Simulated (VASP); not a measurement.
Input of a VASP 6.6.1 run:

File INCAR:

```
PREC = Accurate
ENCUT = 520
EDIFF = 1E-6
ISMEAR = -1
SIGMA = 0.05
LREAL = F
LASPH = T
NELM = 100
ALGO = Normal
ISIF = 2
LWAVE = F
LCHARG = F
GGA = PS
NBANDS = 16
```

File KPOINTS:

```
Automatic mesh
0
Gamma
  7 7 4
```

Contents of POSCAR:

```
Rb
1.0
   -2.7924969190      2.7924969190      2.7924969190
    2.7924969190     -2.7924969190      2.7924969190
    5.5849938380      5.5849938380      0.0000000000
Rb
2
Direct
    0.0000000000      0.0000000000      0.0000000000
    0.5000000000      0.5000000000      0.5000000000
```

Potentials or basis: VASP PAW PBE potentials, release 64 (Rb_sv).

The run is started by

```sh
$ cat potpaw_PBE.64/Rb_sv/POTCAR > POTCAR
$ mpirun -np 1 vasp_std > vasp.out
```

(1) Estimate the band gap on the k mesh.

(2) What does it give for the pressure?

Answers

(1) zero (bands 9 and 10 overlap by 2.32 eV).

(2) 0.0 GPa.

Caveat: the PAW data sets were made with another functional, which shifts forces and pressure a little.
